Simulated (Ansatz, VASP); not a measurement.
**One calculation of Pt, two programs**

```xyz
2
Lattice="2.6502 0.0000 0.0000 -1.3251 2.2952 0.0000 0.0000 0.0000 4.4088" Properties=species:S:1:pos:R:3 pbc="T T T"
Pt    1.3251    0.7651    3.3066
Pt    0.0000    1.5301    1.1022
```

Change from the starting cell: strain -0.040 along x and y, -0.080 along z, atoms carried along.

Alike in both runs: task single point; functional PBEsol; k mesh 18 × 18 × 10; occupations gaussian, width 0.15 eV; no spin polarisation.

|  | VASP | Ansatz |
| --- | --- | --- |
| version | VASP 6.6.1 | Ansatz 0.2.0 |
| potentials or method | VASP PAW PBE potentials, release 64 (Pt), cutoff 520 eV | scalar-relativistic, plane waves, PAW |
| valence electrons in the cell | 20 | 36 |

Ansatz gave:

| Quantity | Value |
| --- | --- |
| gap on the k mesh at the Fermi level (eV) | none |
| pressure (GPa) | 46.8 |
| traceless stress, the component that is largest in VASP (GPa) | 5.29 |

Q: What did VASP give for the same quantities?

A: gap on the k mesh at the Fermi level (eV): none; pressure (GPa): 46.5; traceless stress, the component that is largest in VASP (GPa): 5.17.

VASP's potentials were made for PBE, not for PBEsol. A gap of «none» marks a metal or a gap that the smearing closes. Both programs put the cell under a high pressure, so it lies far from rest at this level. With one functional, cell and mesh, what is left measures potentials, basis and numerics. VASP's potentials hold 20 valence electrons a cell and Ansatz's 36, so a difference there can come from the potentials and not from the codes.

Spin-orbit coupling is off throughout.
